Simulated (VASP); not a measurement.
A run of VASP 6.6.1 is set up as follows.

File INCAR:

```
SYSTEM = PbO2
ALGO = Normal
EDIFF = 1E-6
ENCUT = 520
GGA = PE
ISIF = 2
ISMEAR = 0
LASPH = .TRUE.
LCHARG = .FALSE.
LREAL = .FALSE.
LWAVE = .FALSE.
NBANDS = 35
NELM = 60
PREC = Accurate
SIGMA = 0.1
```

File KPOINTS:

```
k-points
0
G
  8 8 10
  0 0 0
```

POSCAR

```
PbO2
1.0
    5.1005212188      0.0000000000      0.0000000000
    0.0000000000      5.1005212188      0.0000000000
    0.0000000000      0.0000000000      3.3915289799
Pb O
2 4
Direct
    0.0000000000      0.0000000000      0.0000000000
    0.5000000000      0.5000000000      0.5000000000
    0.3079158087      0.3079158087      0.0000000000
    0.1920841913      0.8079158087      0.5000000000
    0.6920841913      0.6920841913      0.0000000000
    0.8079158087      0.1920841913      0.5000000000
```

Potentials or basis: VASP PAW PBE potentials, release 64 (Pb_d, O).

Command:

```bash
$ cat potpaw_PBE.64/Pb_d/POTCAR potpaw_PBE.64/O/POTCAR > POTCAR
$ mpirun -np 1 vasp_std > vasp.out
```

**Question.** Predict the pressure.

**Answer.** 1.7 GPa.

**Question.** Predict the largest force.

**Answer.** 0.039 eV/Å.

Forces in eV/Å, atoms in the order of the input:
```
Pb   0.000  0.000  0.000
Pb   0.000  0.000  0.000
O   -0.027 -0.027  0.000
O    0.027 -0.027  0.000
O    0.027  0.027  0.000
O   -0.027  0.027  0.000
```

Caveat: the cell differs from its parent crystal (uniaxial strain along c: -1.5 %).
